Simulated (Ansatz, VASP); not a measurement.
**MoS2: VASP beside Ansatz**

```
Mo S
1.0
    -1.57647   -2.73053    0.00000
     1.57647   -2.73053    0.00000
     0.00000    0.00000   17.98960
Mo S
3 6
Cartesian
  0.0000 -5.4611 0.0003
  0.0000 -1.8204 5.9968
  0.0000 -3.6407 11.9934
  0.0000 -5.4611 13.5562
  0.0000 -1.8204 1.5632
  0.0000 -3.6407 7.5597
  0.0000 -5.4611 10.4290
  0.0000 -1.8204 16.4255
  0.0000 -3.6407 4.4325
```

Alike in both runs: task single point; functional PBE; dispersion D3(BJ); k mesh 10 × 10 × 2; occupations gaussian, width 0.05 eV; no spin polarisation.

```csv
,VASP,Ansatz
version,VASP 6.6.1,Ansatz 0.2.0
potentials or method,"VASP PAW PBE potentials, release 64 (Mo_sv, S), cutoff 520 eV","scalar-relativistic, plane waves, PAW"
valence electrons in the cell,78,78
```

```tsv
	VASP	Ansatz	Ansatz less VASP
gap on the k mesh at the Fermi level (eV)	0.81	0.79	-0.018
least direct gap on the mesh (eV)	1.97	1.96	-0.004
pressure (GPa)	-0.1	0.0	+0.14
rms of the force components (eV/Å)	0.007	0.000	-0.0065
```

Atom by atom the forces differ by 0.006 eV/Å (rms over components).
